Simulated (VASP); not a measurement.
Input of a VASP 6.6.1 run:

INCAR

```
SYSTEM = Sc
PREC = Accurate ; ENCUT = 520
EDIFF = 1E-6 ; ISMEAR = -1
SIGMA = 0.1 ; LREAL = .FALSE.
LASPH = .TRUE. ; NELM = 80
ALGO = Normal ; ISIF = 2
LWAVE = .FALSE. ; LCHARG = .TRUE.
GGA = CA ; LELF = .TRUE.
LVHAR = .TRUE. ; NBANDS = 18
```

File KPOINTS:

```
Automatic mesh
0
G
  16 16 10
  0 0 0
```

File POSCAR:

```
Sc
1.0
    3.1257748258      0.0000000000      0.0000000000
   -1.5628874129      2.7070004057      0.0000000000
    0.0000000000      0.0000000000      4.8380855662
Sc
2
Direct
    0.3333333333      0.6666666667      0.2500000000
    0.6666666667      0.3333333333      0.7500000000
```

Potentials or basis: VASP PAW LDA potentials, release 64 (Sc_sv).

The run is started by

```bash
$ cat potpaw_LDA.64/Sc_sv/POTCAR > POTCAR
$ mpirun -np 1 vasp_std > vasp.out
```

Task: What does it give for the band gap on the k mesh?

Result: Zero (bands 11 and 12 overlap by 1.91 eV).

Task: Estimate the pressure.

Result: 7.1 GPa.

Caveat: the cell stands under pressure.
